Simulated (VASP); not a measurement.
# AlAs (F-43m) in VASP: single point with PBE0

Aim: the single point of AlAs with PBE0.

Program: VASP 6.6.1. These are calculated values, not measurements. Logs are shortened: lines on timing, memory, paths and dates and some standing lists are left out, and cuts for length are marked.

## 1. The cell of the first run

The structure is cubic, space group F-43m (No. 216). The conventional cell has a = 5.676 Å, b = 5.676 Å, c = 5.676 Å, α = 90.00°, β = 90.00°, γ = 90.00°. Al (site symmetry -43m) has 4 As at 2.46 Å within 3.2 Å. As (site symmetry -43m) has 4 Al at 2.46 Å within 3.2 Å.

## 2. Single point, PBE0

Contents of POSCAR:

```
AlAs
1.0
    0.0000000000      2.8382236600      2.8382236600
    2.8382236600      0.0000000000      2.8382236600
    2.8382236600      2.8382236600      0.0000000000
Al As
1 1
Direct
    0.0000000000      0.0000000000      0.0000000000
    0.2500000000      0.2500000000      0.2500000000
```

Contents of INCAR.step1:

```
PREC = Accurate
ENCUT = 400
EDIFF = 1E-5
ISMEAR = -1
SIGMA = 0.02
LREAL = F
LASPH = T
NELM = 120
ALGO = Normal
ISIF = 2
LWAVE = T
LCHARG = F
NBANDS = 11
GGA = PE
GGA_COMPAT = F
```

Contents of INCAR.step2:

```
PREC = Accurate
ENCUT = 400
EDIFF = 1E-6
ISMEAR = -1
SIGMA = 0.02
LREAL = F
LASPH = T
NELM = 120
ALGO = Normal
ISIF = 2
LWAVE = F
LCHARG = F
GGA = PE
LHFCALC = T
AEXX = 0.25
PRECFOCK = Normal
NBANDS = 11
ISTART = 1
GGA_COMPAT = F
```

Contents of KPOINTS:

```
Automatic mesh
0
Gamma
  8 8 8
```

Potentials or basis: VASP PAW PBE potentials, release 64 (Al, As).

Started as:

```
$ cat potpaw_PBE.64/Al/POTCAR potpaw_PBE.64/As/POTCAR > POTCAR
$ cp INCAR.step1 INCAR
$ mpirun -np 1 vasp_std > vasp.out
$ cp INCAR.step2 INCAR
$ mpirun -np 1 vasp_std > vasp.out
```

OUTCAR:

```text
PREC = Accurate
   ENCUT = 400
   EDIFF = 1E-6
   ISMEAR = -1
   LREAL = F
   LASPH = T
   NELM = 120
   ISIF = 2
   GGA = PE
   LHFCALC = T
   AEXX = 0.25
   PRECFOCK = Normal
   ISTART = 1

 ion  position               nearest neighbor table
   1  0.000  0.000  0.000-   2 2.46   2 2.46   2 2.46   2 2.46
   2  0.250  0.250  0.250-   1 2.46   1 2.46   1 2.46   1 2.46

  LATTYP: Found a face centered cubic cell.
 ALAT       =     5.6764473200

  Lattice vectors:

 A1 = (   0.0000000000,   2.8382236600,   2.8382236600)
 A2 = (   2.8382236600,   0.0000000000,   2.8382236600)
 A3 = (   2.8382236600,   2.8382236600,   0.0000000000)

Analysis of symmetry for initial positions (statically):
=====================================================================
 Subroutine PRICEL returns:
 Original cell was already a primitive cell.

 Routine SETGRP: Setting up the symmetry group for a
 face centered cubic supercell.

 Subroutine GETGRP returns: Found 24 space group operations
 (whereof 24 operations were pure point group operations)
 out of a pool of 48 trial point group operations.

The static configuration has the point symmetry T_d .

Analysis of symmetry for dynamics (positions and initial velocities):
=====================================================================
 Subroutine PRICEL returns:
 Original cell was already a primitive cell.

 Routine SETGRP: Setting up the symmetry group for a
 face centered cubic supercell.

 Subroutine GETGRP returns: Found 24 space group operations
 (whereof 24 operations were pure point group operations)
 out of a pool of 48 trial point group operations.

The dynamic configuration has the point symmetry T_d .

 Subroutine INISYM returns: Found 24 space group operations
 (whereof 24 operations are pure point group operations),
 and found     1 'primitive' translations

----------------------------------------------------------------------------------------

                                     Primitive cell

  volume of cell :      45.7267

  direct lattice vectors                    reciprocal lattice vectors
     0.000000000  2.838223660  2.838223660    -0.176166525  0.176166525  0.176166525
     2.838223660  0.000000000  2.838223660     0.176166525 -0.176166525  0.176166525
     2.838223660  2.838223660  0.000000000     0.176166525  0.176166525 -0.176166525

  length of vectors
     4.013854393  4.013854393  4.013854393     0.305129372  0.305129372  0.305129372

  position of ions in fractional coordinates (direct lattice)
     0.000000000  0.000000000  0.000000000
     0.250000000  0.250000000  0.250000000

  ion indices of the primitive-cell ions
   primitive index   ion index
                 1           1
                 2           2

----------------------------------------------------------------------------------------

 KPOINTS: Automatic mesh

Automatic generation of k-mesh.
 Grid dimensions read from file:
 generate k-points for:    8    8    8

 Generating k-lattice:

  Cartesian coordinates                     Fractional coordinates (reciprocal lattice)
    -0.022020816  0.022020816  0.022020816     0.125000000  0.000000000  0.000000000
     0.022020816 -0.022020816  0.022020816     0.000000000  0.125000000  0.000000000
     0.022020816  0.022020816 -0.022020816     0.000000000  0.000000000  0.125000000

  Length of vectors
     0.038141172  0.038141172  0.038141172

  Shift w.r.t. Gamma in fractional coordinates (k-lattice)
     0.000000000  0.000000000  0.000000000

 Subroutine IBZKPT returns following result:
 ===========================================

 Found     29 irreducible k-points:

 Following reciprocal coordinates:
            Coordinates               Weight
  0.000000  0.000000  0.000000      1.000000
  0.125000  0.000000  0.000000      8.000000
  0.250000  0.000000  0.000000      8.000000
  0.375000  0.000000  0.000000      8.000000
  0.500000  0.000000  0.000000      4.000000
  0.125000  0.125000  0.000000      6.000000
[... 16 lines left out ...]
  0.500000  0.250000  0.125000     48.000000
 -0.375000  0.250000  0.125000     24.000000
 [... further k-points ...]
   k-points           NKPTS =     29   k-points in BZ     NKDIM =    512   number of bands    NBANDS=     11
   number of dos      NEDOS =    301   number of ions     NIONS =      2
   total plane-waves  NPLWV =  21952
   dimension x,y,z NGX =    28 NGY =   28 NGZ =   28
   dimension x,y,z NGXF=    56 NGYF=   56 NGZF=   56
   ions per type =               1   1
   NGX,Y,Z   is equivalent  to a cutoff of  11.60, 11.60, 11.60 a.u.
   NGXF,Y,Z  is equivalent  to a cutoff of  23.19, 23.19, 23.19 a.u.
 SYSTEM =  unknown system
   PREC   = accura    normal or accurate (medium, high low for compatibility)
   ISTART =      1    job   : 0-new  1-cont  2-samecut
   ICHARG =      0    charge: 1-file 2-atom 10-const
   ISPIN  =      1    spin polarized calculation?
   LNONCOLLINEAR =      F non collinear calculations
   LSORBIT =      F    spin-orbit coupling
   LASPH  =      T    aspherical Exc in radial PAW
   ENCUT  =  400.0 eV  29.40 Ry    5.42 a.u.   6.55  6.55  6.55*2*pi/ulx,y,z
   NELM   =    120;   NELMIN=  2; NELMDL=  0     # of ELM steps
   EDIFF  = 0.1E-05   stopping-criterion for ELM
   LREAL  =      F    real-space projection
   EDIFFG = 0.1E-04   stopping-criterion for IOM
   NSW    =      0    number of steps for IOM
   IBRION =     -1    ionic relax: 0-MD 1-quasi-New 2-CG
   NFREE  =      0    steps in history (QN), initial steepest desc. (CG)
   ISIF   =      2    stress and relaxation
   ISYM   =      3    0-nonsym 1-usesym 2-fastsym
   POTIM  = 0.5000    time-step for ionic-motion
   TEBEG  =    0.0;   TEEND  =   0.0 temperature during run
   PSTRESS=    0.0 pullay stress
   NELECT =       8.0000    total number of electrons
   NUPDOWN=      -1.0000    fix difference up-down
   EMIN   =  10.00;   EMAX   =-10.00  energy-range for DOS
   EFERMI =   0.00;   METHOD = LEGACY
   ISMEAR =    -1;   SIGMA  =   0.02  broadening in eV -4-tet -1-fermi 0-gaus
   EFERMI_NEDOS =   21; number of points for ismear=-14 and -15
   IALGO  =     38    algorithm
   IMIX   =      1    mixing-type and parameters
     AMIX     =   0.40;   BMIX     =  1.00
     AMIX_MAG =   1.60;   BMIX_MAG =  1.00
  volume/ion in A,a.u.               =      22.86       154.29
  Fermi-wavevector in a.u.,A,eV,Ry     =   0.915619  1.730269 11.406559  0.838358
  Thomas-Fermi vector in A             =   2.040381
   LORBIT       =      0    0 simple, 1 ext, 2 COOP (PROOUT), +10 PAW based schemes
   GGA     = PE    functional components
   LHFCALC =     T    Hartree Fock is set to
   PRECFOCK=normal    Normal, Fast or Accurate (Low or Medium for compatibility)
   ENCUT4O =  -1.0   cutoff for four orbital integrals eV
   NKREDX  =     1    reduce k-point grid by
   NKREDY  =     1    reduce k-point grid by
   NKREDZ  =     1    reduce k-point grid by
   AEXX    =    0.2500 exact exchange contribution
   HFSCREEN=    0.0000 screening length (either q_TF or 0.3 A-1)
   HFSCREENC=   0.0000 screening length for correlation (either q_TF or 0.3 A-1)
   ENCUTFOCK=  -1.0 apply spherical cutoff to Coloumb kernel
   IVDW    =     0    specifies the selected vdW correction
   LEPSILON=     F    determine dielectric tensor
   LRPA    =     F    only Hartree local field effects (RPA)
 non-spin polarized calculation
  energy-cutoff  :      400.00
  volume of cell :       45.73
 maximum number of plane-waves:       869
 NGX is ok and might be reduce to    28
  NGX = 20; NGY = 20; NGZ = 20

 number of electron       7.9999999 magnetization

 Free energy of the ion-electron system (eV)
  ---------------------------------------------------
  ext. energy  EPLUGINS =         0.00000000
  ---------------------------------------------------
  free energy    TOTEN  =       -11.85064438 eV

  energy without entropy =      -11.85064438  energy(sigma->0) =      -11.85064438

 E-fermi :   3.4697     XC(G=0):  -7.1433

 val. band max:        3.0233719184   @ k =   0.0000   0.0000   0.0000
 cond. band min:       5.7794585703   @ k =   0.5000   0.5000   0.0000
 fundamental gap:      2.7560866519
 Fermi energy:         3.4697178390

 k-point     1 :       0.0000    0.0000    0.0000
  band No.  band energies     occupation
      1     -10.1089      2.00000
      2       3.0234      2.00000
      3       3.0234      2.00000
      4       3.0234      2.00000
      5       6.5099      0.00000
      6       8.8453      0.00000
      7       8.8453      0.00000
      8       8.8453      0.00000
      9      13.5499      0.00000
     10      13.8144      0.00000
     11      13.8144      0.00000

 k-point     2 :       0.1250    0.0000    0.0000
  band No.  band energies     occupation
      1      -9.9392      2.00000
      2       1.5203      2.00000
      3       2.8492      2.00000
      4       2.8492      2.00000
      5       7.2675      0.00000
      6       9.1511      0.00000
      7       9.1511      0.00000
      8       9.2527      0.00000
      9      13.1593      0.00000
     10      13.1593      0.00000
     11      14.3130      0.00000

 k-point     3 :       0.2500    0.0000    0.0000
  band No.  band energies     occupation
      1      -9.4671      2.00000
      2      -0.6858      2.00000
      3       2.4985      2.00000
      4       2.4985      2.00000
      5       7.0722      0.00000
      6       9.5192      0.00000
      7       9.5192      0.00000
      8      11.1351      0.00000
      9      13.0550      0.00000
     10      13.0550      0.00000
     11      14.0849      0.00000

 k-point     4 :       0.3750    0.0000    0.0000
  band No.  band energies     occupation
      1      -8.8532      2.00000
      2      -2.4393      2.00000
      3       2.2150      2.00000
      4       2.2150      2.00000
      5       6.6992      0.00000
      6       9.3867      0.00000
      7       9.3867      0.00000
      8      12.3989      0.00000
      9      14.4464      0.00000
     10      14.4464      0.00000
     11      14.5173      0.00000

 k-point     5 :       0.5000    0.0000    0.0000
  band No.  band energies     occupation
      1      -8.5230      2.00000
      2      -3.1600      2.00000
      3       2.1116      2.00000
      4       2.1116      2.00000
      5       6.5596      0.00000
      6       9.2585      0.00000
      7       9.2585      0.00000
      8      12.4015      0.00000
      9      16.0251      0.00000
     10      16.5481      0.00000
     11      16.5481      0.00000
[... 211 lines left out ...]
 k-point    21 :       0.5000    0.5000    0.0000
  band No.  band energies     occupation
      1      -7.9026      2.00000
      2      -3.0141      2.00000
      3       0.6250      2.00000
      4       0.6250      2.00000
      5       5.7795      0.00000
      6       6.6804      0.00000
      7      15.3425      0.00000
      8      15.3425      0.00000
      9      16.7155      0.00000
     10      17.5080      0.00000
     11      17.5080      0.00000

 k-point    22 :       0.3750    0.2500    0.1250
  band No.  band energies     occupation
      1      -9.0708      2.00000
      2      -1.1100      2.00000
      3       0.8935      2.00000
      4       1.9620      2.00000
      5       8.0760      0.00000
      6       8.8691      0.00000
      7       9.8637      0.00000
      8      11.2501      0.00000
      9      12.9423      0.00000
     10      15.3305      0.00000
     11      16.9150      0.00000

 k-point    23 :       0.5000    0.2500    0.1250
  band No.  band energies     occupation
      1      -8.5162      2.00000
      2      -2.2659      2.00000
      3       0.2484      2.00000
      4       1.5427      2.00000
      5       8.1803      0.00000
      6       9.0164      0.00000
      7      10.4296      0.00000
      8      11.5894      0.00000
      9      14.1789      0.00000
     10      15.4645      0.00000
     11      17.0156      0.00000

 k-point    24 :      -0.3750    0.2500    0.1250
  band No.  band energies     occupation
      1      -8.2276      2.00000
      2      -2.8147      2.00000
      3       0.0829      2.00000
      4       1.3401      2.00000
      5       8.1747      0.00000
      6       8.7649      0.00000
      7      11.4151      0.00000
      8      12.3729      0.00000
      9      13.1818      0.00000
     10      15.8720      0.00000
     11      17.1866      0.00000

 [... further k-points ...]
[... 5 lines left out ...]
  --------------------------------------------------------------------------------------
  -------------------------------------------------------------------------------------
  Total       -0.0332485     -0.0332485     -0.0332485     -0.0000000     -0.0000000     -0.0000000
  in kB       -1.1649643     -1.1649643     -1.1649643     -0.0000000     -0.0000000     -0.0000000
  external PRESSURE =      -1.1649643 kB  Pullay stress =       0.0000000 kB

 VOLUME and BASIS-vectors are now :
 -----------------------------------------------------------------------------
  energy-cutoff  :      400.00
  volume of cell :       45.73
      direct lattice vectors                 reciprocal lattice vectors
     0.000000000  2.838223660  2.838223660    -0.176166525  0.176166525  0.176166525
     2.838223660  0.000000000  2.838223660     0.176166525 -0.176166525  0.176166525
     2.838223660  2.838223660  0.000000000     0.176166525  0.176166525 -0.176166525

 POSITION                                       TOTAL-FORCE (eV/Angst)
 -----------------------------------------------------------------------------------
      0.00000      0.00000      0.00000         0.000000      0.000000      0.000000
      1.41911      1.41911      1.41911        -0.000000     -0.000000     -0.000000
 -----------------------------------------------------------------------------------
    total drift:                                0.000000      0.000000      0.000000

  FREE ENERGIE OF THE ION-ELECTRON SYSTEM (eV)
  ---------------------------------------------------
  free  energy   TOTEN  =       -11.8506443782 eV

  energy  without entropy=      -11.8506443782  energy(sigma->0) =      -11.85064438
```

Wall time 39 min (1 thread of AMD EPYC 7R43 (Zen 3), shared host); peak memory 0.15 GiB.

What came out:

```
Free energy            : -11.8506 eV
Pressure               : -0.1 GPa
Band gap on the k mesh : 2.76 eV (least direct gap 3.49 eV)
```

Caveat: the PAW data sets were made with another functional, which shifts forces and pressure a little. A k mesh can miss the band edges.
